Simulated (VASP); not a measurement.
## LuAg3P2: single point with PBEsol

Crystal: LuAg3P2.

```
Lu Ag P
1.0
    -2.78149    2.73447    3.47655
     2.78149   -2.73447    3.47655
     2.78149    2.73447   -3.47655
Lu Ag P
1 3 2
Direct
  0.02730 0.02730 0.00000
  0.60196 0.35493 0.75297
  0.60196 0.84899 0.24703
  0.25617 0.75617 0.50000
  0.66755 0.38131 0.28624
  0.09506 0.38131 0.71376
```

```
Program                : VASP 6.6.1
Task                   : single point
Functional             : PBEsol
Potentials or basis    : VASP PAW PBE potentials, release 64 (Lu, Ag, P)
Cutoff                 : 520 eV
k mesh                 : 6 × 6 × 6
Occupations            : fermi-dirac, width 0.03 eV
Spin                   : no spin polarisation
Dipole correction      : no
Further INCAR settings : ALGO = Normal; EDIFF = 1e-06; NBANDS = 43
```

* Pressure: 0.0 GPa
* Largest force: 0.018 eV/Å
* Band gap on the k mesh: zero (bands 34 and 35 overlap by 0.64 eV)

Forces on the atoms (eV/Å):
```
Lu   0.000  0.000 -0.007
Ag  -0.003  0.000 -0.001
Ag   0.003  0.000 -0.001
Ag   0.000  0.000  0.007
P    0.000  0.018  0.001
P    0.000 -0.018  0.001
```

Levels at points of the mesh, in eV from the Fermi level:
```tsv
k point	band 30	band 31	band 32	band 33	band 34	band 35	band 36	band 37	band 38	band 39
(0.00, 0.00, 0.00)	-3.90	-3.76	-2.74	-2.03	-1.89	0.64	0.99	1.33	2.31	2.74
(0.50, 0.00, 0.00)	-3.47	-3.40	-2.08	-2.06	-1.33	0.34	0.87	1.55	1.78	2.03
(0.00, 0.50, 0.00)	-3.99	-2.98	-2.51	-1.79	-0.13	0.08	0.99	1.91	2.43	3.06
(0.50, 0.50, 0.00)	-3.89	-3.82	-2.55	-1.97	-0.50	0.68	1.13	1.81	2.15	2.30
(0.50, 0.50, 0.50)	-4.05	-3.00	-2.77	-0.23	-0.22	0.81	1.89	2.16	2.17	2.29
```

Run time: 5 min on 1 thread of Intel(R) Xeon(R) Platinum 8375C CPU @ 2.90GHz (Ice Lake), on a shared host, peak memory 0.38 GiB.

Caveat: the PAW data sets were made with another functional, which shifts forces and pressure a little; spin-orbit coupling is left out, which moves the levels of the heavy elements.
